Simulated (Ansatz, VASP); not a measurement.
AlHCl4: VASP beside Ansatz

```
Al H Cl
1.0
     4.14681    0.00000    0.00000
     0.00000    4.14681    0.00000
     0.00000    0.00000    7.28829
Al H Cl
1 1 4
Direct
  0.00000 0.00000 0.00000
  0.50000 0.50000 0.50000
  0.50000 0.00000 0.00000
  0.00000 0.50000 0.00000
  0.00000 0.00000 0.27370
  0.00000 0.00000 0.72630
```

Change from the starting cell: species swapped into the AlTlF4 type (P4/mmm, No. 123).

Alike in both runs: task relaxation of cell and atoms; functional PBE; k mesh 4 × 4 × 4; occupations gaussian, width 0.1 eV; no spin polarisation.

|  | VASP | Ansatz |
| --- | --- | --- |
| version | VASP 6.6.1 | Ansatz 0.2.0 |
| potentials or method | VASP PAW PBE potentials, release 64 (Al, H, Cl), cutoff 600 eV | scalar-relativistic, plane waves, PAW |
| valence electrons in the cell | 32 | 32 |

VASP gave:

* gap on the k mesh at the Fermi level, each at its own relaxed structure (eV): none
* relaxed volume (Å³/atom): 29.14
* relaxed cell length with the largest relative difference (Å): 7.781

Task: Estimate Ansatz's values.

Result: gap on the k mesh at the Fermi level, each at its own relaxed structure (eV): none; relaxed volume (Å³/atom): 29.06; relaxed cell length with the largest relative difference (Å): 7.760.

A gap of «none» marks a metal or a gap that the smearing closes.

The k mesh is coarse, so the values compare programs but aren't converged. Noted on VASP's run: the volume moved by over 15 % at a fixed basis, so the end points are rough.
